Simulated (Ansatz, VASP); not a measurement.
## Ti in VASP and in Ansatz

```
Ti
1.0
     3.32607    1.92031    5.67229
    -3.32607    1.92031    5.67229
     0.00000   -3.84062    5.67229
Ti
12
Direct
  0.01019 0.65361 0.01019
  0.01019 0.01019 0.65361
  0.65361 0.01019 0.01019
  0.98981 0.34639 0.98981
  0.34639 0.98981 0.98981
  0.98981 0.98981 0.34639
  0.22118 0.63060 0.22118
  0.22118 0.22118 0.63060
  0.63060 0.22118 0.22118
  0.77882 0.36940 0.77882
  0.36940 0.77882 0.77882
  0.77882 0.77882 0.36940
```

Alike in both runs: task single point; functional PBE; k mesh 3 × 3 × 3; occupations gaussian, width 0.1 eV; no spin polarisation.

```csv
,VASP,Ansatz
version,VASP 6.6.1,Ansatz 0.2.0
potentials or method,"VASP PAW PBE potentials, release 64 (Ti_sv), cutoff 520 eV","scalar-relativistic, plane waves, PAW"
valence electrons in the cell,144,144
```

```csv
,VASP,Ansatz,Ansatz less VASP
gap on the k mesh at the Fermi level (eV),none,none,-
pressure (GPa),25.7,25.6,-0.06
"traceless stress, the component that is largest in VASP (GPa)",5.01,4.92,-0.097
rms of the force components (eV/Å),1.564,1.563,-0.0004
```

Atom by atom the forces differ by 0.029 eV/Å (rms over components). A gap of «none» marks a metal or a gap that the smearing closes.

The k mesh is coarse, so the values compare programs but aren't converged.
